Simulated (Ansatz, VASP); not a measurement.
**One calculation of Ti, two programs**

```xyz
1
Lattice="2.6405 0.0528 0.0000 0.0528 2.6405 0.0000 0.0000 0.0000 2.6405" Properties=species:S:1:pos:R:3 pbc="T T T"
Ti    0.0000    0.0000    0.0000
```

Change from the starting cell: xy shear strain of +4 %, crystal datasets.

Alike in both runs: task electric field gradients; functional PBE; k mesh 15 × 15 × 15; occupations fermi-dirac, width 0.05 eV; no spin polarisation.

```csv
,VASP,Ansatz
version,VASP 6.6.1,Ansatz 0.2.0
potentials or method,"VASP PAW PBE potentials, release 64 (Ti_sv), cutoff 520 eV","all-electron PAW with datasets made for the crystal, scalar-relativistic"
```

Ansatz gave:

```
pressure (GPa)                                                : 0.0
traceless stress, the component that is largest in VASP (GPa) : 2.37
size of Vzz on the site where it differs most (V/Å²)          : 1.7
```

Q: Which values does VASP return?

A: Pressure (GPa): -0.1; traceless stress, the component that is largest in VASP (GPa): 2.36; size of Vzz on the site where it differs most (V/Å²): 1.9.

Ansatz ran all-electron here, and VASP with PAW potentials.
